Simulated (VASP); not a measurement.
# SnO2 in VASP: a series of runs

SnO2 is run at these levels: LDA; tasks: single point, relaxation of cell and atoms.

Program: VASP 6.6.1. These are calculated values, not measurements. Logs are shortened: lines on timing, memory, paths and dates and some standing lists are left out, and cuts for length are marked.

## Step 1: The cell of the first run

The typed cell holds 12 atoms: a = 5.642 Å, b = 5.642 Å, c = 5.702 Å, α = 111.67°, β = 108.07°, γ = 108.26°.

## Step 2: Single point, LDA (biaxial strain in the a-b plane: -1.0 %)

Input file INCAR:

```
SYSTEM = SnO2
  ALGO = Normal
  EDIFF = 1E-7
  ENCUT = 520
  ISIF = 2
  ISMEAR = 0
  LASPH = .TRUE.
  LCHARG = .FALSE.
  LREAL = .FALSE.
  LWAVE = .FALSE.
  NBANDS = 64
  NELM = 80
  PREC = Accurate
  SIGMA = 0.02
```

Input file KPOINTS:

```
k-points
0
G
  6 6 6
  0 0 0
```

Input file POSCAR:

```
SnO2
1.0
   -3.1585197636      3.3058300332      3.3058303825
    3.1585197636     -3.3058300332      3.3058303825
    3.2118918589      3.3568238278     -3.3058303825
Sn O
4 8
Direct
    0.9999415050      0.2499415050      0.7500000000
    0.0000584950      0.7500584950      0.2500000000
    0.5000000000      0.5000000000      0.5000000000
    0.5000000000      0.0000000000      0.0000000000
    0.1939319175      0.1939750961      0.5000431786
    0.6939902432      0.7500585510      0.9439316923
    0.1939319175      0.6938887390      0.9999568214
    0.3061268587      0.7500585510      0.5560683077
    0.6938731413      0.2499414490      0.4439316923
    0.3060097567      0.2499414490      0.0560683077
    0.8060680825      0.3061112611      0.0000431786
    0.8060680825      0.8060249039      0.4999568214
```

Potentials or basis: VASP PAW LDA potentials, release 64 (Sn_d, O).

The run is started by

```bash
$ cat potpaw_LDA.64/Sn_d/POTCAR potpaw_LDA.64/O/POTCAR > POTCAR
$ mpirun -np 1 vasp_std > vasp.out
```

OUTCAR:

```text
SYSTEM = SnO2
   EDIFF = 1E-7
   ENCUT = 520
   ISIF = 2
   ISMEAR = 0
   LASPH = .TRUE.
   LREAL = .FALSE.
   NELM = 80
   PREC = Accurate

 ion  position               nearest neighbor table
   1  1.000  0.250  0.750-   9 2.04  10 2.04  12 2.04  11 2.04   5 2.04   7 2.04   2 3.19   2 3.19
                             4 3.67   3 3.67   3 3.67   4 3.67   4 3.67   3 3.67   4 3.72   3 3.72
   2  0.000  0.750  0.250-   8 2.04   6 2.04   7 2.04   5 2.04  11 2.04  12 2.04   1 3.19   1 3.19
                             4 3.67   3 3.67   3 3.67   4 3.67   3 3.67   4 3.67   4 3.72   3 3.72
   3  0.500  0.500  0.500-   5 2.02  12 2.02   9 2.03   8 2.03  10 2.07   6 2.07   4 3.19   4 3.19
                             2 3.67   1 3.67   2 3.67   1 3.67   2 3.67   1 3.67   2 3.72   1 3.72
   4  0.500  0.000  0.000-   7 2.02  11 2.02   6 2.03  10 2.03   8 2.07   9 2.07   3 3.19   3 3.19
                             1 3.67   2 3.67   2 3.67   1 3.67   2 3.67   1 3.67   2 3.72   1 3.72
   5  0.194  0.194  0.500-   3 2.02   2 2.04   1 2.04
   6  0.694  0.750  0.944-   4 2.03   2 2.04   3 2.07
   7  0.194  0.694  1.000-   4 2.02   2 2.04   1 2.04
   8  0.306  0.750  0.556-   3 2.03   2 2.04   4 2.07
   9  0.694  0.250  0.444-   3 2.03   1 2.04   4 2.07
  10  0.306  0.250  0.056-   4 2.03   1 2.04   3 2.07
  11  0.806  0.306  0.000-   4 2.02   1 2.04   2 2.04
  12  0.806  0.806  0.500-   3 2.02   1 2.04   2 2.04

  LATTYP: Found a base centered monoclinic cell.
 ALAT       =     9.1443445485
 B/A-ratio  =     0.7230327696
 C/A-ratio  =     0.6966727558
 COS(beta)  =    -0.6850041438

  Lattice vectors:

 A1 = (  -3.1585197636,   3.3058300332,  -3.3058303825)
 A2 = (  -3.1585197636,   3.3058300332,   3.3058303825)
 A3 = (   6.3704116225,   0.0509937946,   0.0000000000)

Analysis of symmetry for initial positions (statically):
=====================================================================
 Subroutine PRICEL returns:
 Original cell was already a primitive cell.

 Routine SETGRP: Setting up the symmetry group for a
 base centered monoclinic supercell.

 Subroutine GETGRP returns: Found  4 space group operations
 (whereof  2 operations were pure point group operations)
 out of a pool of  4 trial point group operations.

The static configuration has the point symmetry S_2 .
 The point group associated with its full space group is C_2h.

Analysis of symmetry for dynamics (positions and initial velocities):
=====================================================================
 Subroutine PRICEL returns:
 Original cell was already a primitive cell.

 Routine SETGRP: Setting up the symmetry group for a
 base centered monoclinic supercell.

 Subroutine GETGRP returns: Found  4 space group operations
 (whereof  2 operations were pure point group operations)
 out of a pool of  4 trial point group operations.

The dynamic configuration has the point symmetry S_2 .
 The point group associated with its full space group is C_2h.

 Subroutine INISYM returns: Found  4 space group operations
 (whereof  2 operations are pure point group operations),
 and found     1 'primitive' translations

----------------------------------------------------------------------------------------

                                     Primitive cell

  volume of cell :     140.3032

  direct lattice vectors                    reciprocal lattice vectors
    -3.158519764  3.305830033  3.305830382    -0.001201518  0.150099967  0.151247929
     3.158519764 -3.305830033  3.305830382     0.156985794 -0.001257556  0.151247929
     3.211891859  3.356823828 -3.305830382     0.155784276  0.148842411  0.000000000

  length of vectors
     5.642098353  5.642098353  5.702019821     0.213090075  0.217995544  0.215459518

  position of ions in fractional coordinates (direct lattice)
     0.999941505  0.249941505  0.750000000
     0.000058495  0.750058495  0.250000000
     0.500000000  0.500000000  0.500000000
     0.500000000  0.000000000  0.000000000
     0.193931918  0.193975096  0.500043179
     0.693990243  0.750058551  0.943931692
     0.193931918  0.693888739  0.999956821
     0.306126859  0.750058551  0.556068308
     0.693873141  0.249941449  0.443931692
     0.306009757  0.249941449  0.056068308
     0.806068082  0.306111261  0.000043179
     0.806068082  0.806024904  0.499956821

  ion indices of the primitive-cell ions
   primitive index   ion index
                 1           1
                 2           2
                 3           3
                 4           4
                 5           5
                 6           6
                 7           7
                 8           8
                 9           9
                10          10
                11          11
                12          12

----------------------------------------------------------------------------------------

 KPOINTS: k-points

Automatic generation of k-mesh.
 Grid dimensions read from file:
 generate k-points for:    6    6    6

 Generating k-lattice:

  Cartesian coordinates                     Fractional coordinates (reciprocal lattice)
    -0.000200253  0.025016661  0.025207988     0.166666667 -0.000000000  0.000000000
     0.026164299 -0.000209593  0.025207988     0.000000000  0.166666667  0.000000000
     0.025964046  0.024807069  0.000000000     0.000000000  0.000000000  0.166666667

  Length of vectors
     0.035515012  0.036332591  0.035909920

  Shift w.r.t. Gamma in fractional coordinates (k-lattice)
     0.000000000  0.000000000  0.000000000

 Subroutine IBZKPT returns following result:
 ===========================================

 Found     68 irreducible k-points:

 Following reciprocal coordinates:
            Coordinates               Weight
  0.000000  0.000000  0.000000      1.000000
  0.166667  0.000000  0.000000      4.000000
  0.333333 -0.000000  0.000000      4.000000
  0.500000  0.000000  0.000000      2.000000
  0.000000  0.166667  0.000000      4.000000
  0.166667  0.166667  0.000000      4.000000
[... 16 lines left out ...]
  0.333333 -0.000000  0.166667      4.000000
  0.500000  0.000000  0.166667      4.000000
 [... further k-points ...]
   k-points           NKPTS =     68   k-points in BZ     NKDIM =     68   number of bands    NBANDS=     64
   number of dos      NEDOS =    301   number of ions     NIONS =     12
   total plane-waves  NPLWV =  74088
   dimension x,y,z NGX =    42 NGY =   42 NGZ =   42
   dimension x,y,z NGXF=    84 NGYF=   84 NGZF=   84
   ions per type =               4   8
   NGX,Y,Z   is equivalent  to a cutoff of  12.38, 12.38, 12.25 a.u.
   NGXF,Y,Z  is equivalent  to a cutoff of  24.75, 24.75, 24.49 a.u.
 SYSTEM =  SnO2
   PREC   = accura    normal or accurate (medium, high low for compatibility)
   ISTART =      0    job   : 0-new  1-cont  2-samecut
   ICHARG =      2    charge: 1-file 2-atom 10-const
   ISPIN  =      1    spin polarized calculation?
   LNONCOLLINEAR =      F non collinear calculations
   LSORBIT =      F    spin-orbit coupling
   LASPH  =      T    aspherical Exc in radial PAW
   ENCUT  =  520.0 eV  38.22 Ry    6.18 a.u.  10.49 10.49 10.60*2*pi/ulx,y,z
   NELM   =     80;   NELMIN=  2; NELMDL= -5     # of ELM steps
   EDIFF  = 0.1E-06   stopping-criterion for ELM
   LREAL  =      F    real-space projection
   EDIFFG = 0.1E-05   stopping-criterion for IOM
   NSW    =      0    number of steps for IOM
   IBRION =     -1    ionic relax: 0-MD 1-quasi-New 2-CG
   NFREE  =      0    steps in history (QN), initial steepest desc. (CG)
   ISIF   =      2    stress and relaxation
   ISYM   =      2    0-nonsym 1-usesym 2-fastsym
   POTIM  = 0.5000    time-step for ionic-motion
   TEBEG  =    0.0;   TEEND  =   0.0 temperature during run
   PSTRESS=    0.0 pullay stress
   NELECT =     104.0000    total number of electrons
   NUPDOWN=      -1.0000    fix difference up-down
   EMIN   =  10.00;   EMAX   =-10.00  energy-range for DOS
   EFERMI =   0.00;   METHOD = LEGACY
   ISMEAR =     0;   SIGMA  =   0.02  broadening in eV -4-tet -1-fermi 0-gaus
   EFERMI_NEDOS =   21; number of points for ismear=-14 and -15
   IALGO  =     38    algorithm
   IMIX   =      4    mixing-type and parameters
     AMIX     =   0.40;   BMIX     =  1.00
     AMIX_MAG =   1.60;   BMIX_MAG =  1.00
  volume/ion in A,a.u.               =      11.69        78.90
  Fermi-wavevector in a.u.,A,eV,Ry     =   1.481597  2.799813 29.866557  2.195130
  Thomas-Fermi vector in A             =   2.595488
   LORBIT       =      0    0 simple, 1 ext, 2 COOP (PROOUT), +10 PAW based schemes
   GGA     = CA    functional components
   LHFCALC =     F    Hartree Fock is set to
   AEXX    =    0.0000 exact exchange contribution
   IVDW    =     0    specifies the selected vdW correction
   LEPSILON=     F    determine dielectric tensor
   LRPA    =     F    only Hartree local field effects (RPA)
 non-spin polarized calculation
 Gauss-broadening in eV      SIGMA  =   0.02
  energy-cutoff  :      520.00
  volume of cell :      140.30
 maximum number of plane-waves:      3817
 NGX is ok and might be reduce to    42
   NGX = 21   NGY = 21   NGZ = 21

 number of electron     104.0000007 magnetization

 Free energy of the ion-electron system (eV)
  ---------------------------------------------------
  ext. energy  EPLUGINS =         0.00000000
  ---------------------------------------------------
  free energy    TOTEN  =       -84.50657165 eV

  energy without entropy =      -84.50657165  energy(sigma->0) =      -84.50657165

 E-fermi :   6.2790     XC(G=0): -11.9070

 val. band max:        6.1059437869   @ k =   0.0000   0.0000   0.0000
 cond. band min:       7.4558823850   @ k =   0.0000   0.0000   0.0000
 fundamental gap:      1.3499385980
 Fermi energy:         6.2790252150

 k-point     1 :       0.0000    0.0000    0.0000
  band No.  band energies     occupation
      1     -14.9391      2.00000
      2     -14.6781      2.00000
      3     -14.6159      2.00000
      4     -14.1997      2.00000
      5     -14.1752      2.00000
      6     -14.1187      2.00000
[... 1597 lines left out ...]
     63      16.7307      0.00000
     64      17.0321      0.00000

 [... further k-points ...]
[... 5 lines left out ...]
  --------------------------------------------------------------------------------------
  -------------------------------------------------------------------------------------
  Total        3.7816466      2.1133484      5.0289857     -1.7233798      0.0000000      0.0000000
  in kB       43.1841191     24.1331609     57.4279775    -19.6799562      0.0000000      0.0000000
  external PRESSURE =      41.5817525 kB  Pullay stress =       0.0000000 kB

 VOLUME and BASIS-vectors are now :
 -----------------------------------------------------------------------------
  energy-cutoff  :      520.00
  volume of cell :      140.30
      direct lattice vectors                 reciprocal lattice vectors
    -3.158519764  3.305830033  3.305830382    -0.001201518  0.150099967  0.151247929
     3.158519764 -3.305830033  3.305830382     0.156985794 -0.001257556  0.151247929
     3.211891859  3.356823828 -3.305830382     0.155784276  0.148842411  0.000000000

 POSITION                                       TOTAL-FORCE (eV/Angst)
 -----------------------------------------------------------------------------------
      0.04003      4.99699      1.65253        -0.000000     -0.000000      0.000970
      3.17186     -1.64017      1.65330        -0.000000      0.000000     -0.000970
      1.60595      1.67841      1.65292        -0.000000      0.000000      0.000000
     -1.57926      1.65292      1.65292        -0.000000      0.000000      0.000000
      1.60622      1.67841     -0.37070        -0.000368     -0.000032      0.012111
      3.20890      2.98326      1.65330        -0.140189      0.086189     -0.000238
      4.79088      1.70391     -0.37070         0.000368      0.000032      0.012111
      3.18820      0.39906      1.65330         0.140189     -0.086189     -0.000238
      0.02369      2.95776      1.65253        -0.140189      0.086189      0.000238
      0.00299      0.37356      1.65253         0.140189     -0.086189      0.000238
     -1.57898      1.65292      3.67653        -0.000368     -0.000032     -0.012111
      1.60567      1.67841      3.67653         0.000368      0.000032     -0.012111
 -----------------------------------------------------------------------------------
    total drift:                               -0.000001      0.000001      0.000000

  FREE ENERGIE OF THE ION-ELECTRON SYSTEM (eV)
  ---------------------------------------------------
  free  energy   TOTEN  =       -84.5065716542 eV

  energy  without entropy=      -84.5065716542  energy(sigma->0) =      -84.50657165
```

Wall time 13 min (1 thread of Intel Xeon Platinum 8259CL at 2.50GHz (Skylake/Cascade Lake), shared host); peak memory 0.51 GiB.

Results:

```
Free energy            : -84.5066 eV
Pressure               : 4.2 GPa
Largest force          : 0.165 eV/Å
Band gap on the k mesh : 1.35 eV
```

Forces in eV/Å, atoms in the order of the input:
```
Sn   0.000  0.000  0.001
Sn   0.000  0.000 -0.001
Sn   0.000  0.000  0.000
Sn   0.000  0.000  0.000
O    0.000  0.000  0.012
O   -0.140  0.086  0.000
O    0.000  0.000  0.012
O    0.140 -0.086  0.000
O   -0.140  0.086  0.000
O    0.140 -0.086  0.000
O    0.000  0.000 -0.012
O    0.000  0.000 -0.012
```

Levels at points of the mesh, in eV from the valence-band top:
```tsv
k point	band 50	band 51	band 52	band 53	band 54	band 55
(0.00, 0.00, 0.00)	-0.82	-0.79	0.00	1.35	4.85	4.91
(0.50, 0.00, 0.00)	-0.66	-0.66	-0.65	4.47	4.53	6.50
(0.00, 0.50, 0.00)	-0.91	-0.53	-0.53	4.64	4.64	6.26
(0.50, 0.50, 0.00)	-0.86	-0.58	-0.58	4.67	4.67	6.19
(0.00, 0.00, 0.50)	-0.84	-0.51	-0.51	4.64	4.64	6.22
(0.50, 0.50, 0.50)	-1.25	-0.96	-0.88	4.85	4.92	6.22
```

Caveat: the cell differs from its parent crystal (biaxial strain in the a-b plane: -1.0 %); the cell stands under pressure; spin-orbit coupling is left out, which moves the levels of the heavy elements.

## Step 3: Single point, LDA

This run uses another cell than the first one, of 12.62 Å³/atom.

Input file INCAR:

```
ALGO = Normal
EDIFF = 1E-6
ENCUT = 520
GGA = CA
ISIF = 2
ISMEAR = 0
LASPH = T
LCHARG = T
LELF = T
LREAL = F
LVHAR = T
LWAVE = F
NBANDS = 64
NELM = 80
PREC = Accurate
SIGMA = 0.02
```

Input file KPOINTS:

```
k-points
0
Gamma
  6 6 6
```

Input file POSCAR:

```
SnO2
1.0
   -3.2488970000      3.4144700000      3.4140210000
    3.2488970000     -3.4144700000      3.4140210000
    3.2488970000      3.4144700000     -3.4140210000
Sn O
4 8
Direct
    0.9999984605      0.2499984605      0.7500000000
    0.0000015395      0.7500015395      0.2500000000
    0.5000000000      0.5000000000      0.5000000000
    0.5000000000      0.0000000000      0.0000000000
    0.1924190154      0.1924182882      0.4999992728
    0.6924106977      0.7499947821      0.9424159156
    0.1924190154      0.6924197426      1.0000007272
    0.3075788665      0.7499947821      0.5575840844
    0.6924211335      0.2500052179      0.4424159156
    0.3075893023      0.2500052179      0.0575840844
    0.8075809846      0.3075802574     -0.0000007272
    0.8075809846      0.8075817118      0.5000007272
```

Potentials or basis: VASP PAW LDA potentials, release 64 (Sn_d, O).

The run is started by

```bash
$ cat potpaw_LDA.64/Sn_d/POTCAR potpaw_LDA.64/O/POTCAR > POTCAR
$ mpirun -np 1 vasp_std > vasp.out
```

Run time: 15 min. Hardware: 1 thread of Intel Xeon 8259CL, shared host; peak memory 0.43 GiB.

It converged, with:

* Free energy: -84.2851 eV
* Pressure: -10.4 GPa
* Largest force: 0.024 eV/Å
* Band gap on the k mesh: 0.53 eV

Forces on the atoms (eV/Å):
```
Sn   0.000  0.000  0.000
Sn   0.000  0.000  0.000
Sn   0.000  0.000  0.000
Sn   0.000  0.000  0.000
O    0.000  0.000  0.023
O    0.000  0.024  0.000
O    0.000  0.000  0.023
O    0.000 -0.024  0.000
O    0.000  0.024  0.000
O    0.000 -0.024  0.000
O    0.000  0.000 -0.023
O    0.000  0.000 -0.023
```

Stress tensor (GPa, compression positive):
```
-11.71   0.00   0.00
  0.00  -9.75   0.00
  0.00   0.00  -9.70
```

Levels at points of the mesh, in eV from the valence-band top:
```csv
k point,band 48,band 49,band 50,band 51,band 52,band 53,band 54,band 55,band 56,band 57
"(0.00, 0.00, 0.00)",-0.78,-0.78,-0.76,-0.75,0.00,0.53,4.19,4.19,5.38,5.78
"(0.50, 0.00, 0.00)",-1.03,-0.77,-0.77,-0.63,-0.63,3.71,3.71,5.65,5.65,6.49
"(0.00, 0.50, 0.00)",-1.11,-0.82,-0.82,-0.50,-0.50,3.85,3.85,5.39,5.39,8.07
"(0.50, 0.50, 0.00)",-1.11,-0.82,-0.82,-0.50,-0.50,3.85,3.85,5.39,5.39,8.07
"(0.50, 0.50, 0.50)",-1.37,-1.20,-1.20,-0.86,-0.85,4.05,4.05,5.39,5.39,6.88
```

Caveat: the cell stands under tension; semilocal functionals underestimate gaps, and a narrow one can read as zero; spin-orbit coupling is left out, which moves the levels of the heavy elements.

(Part 1 of 2 ends here.)
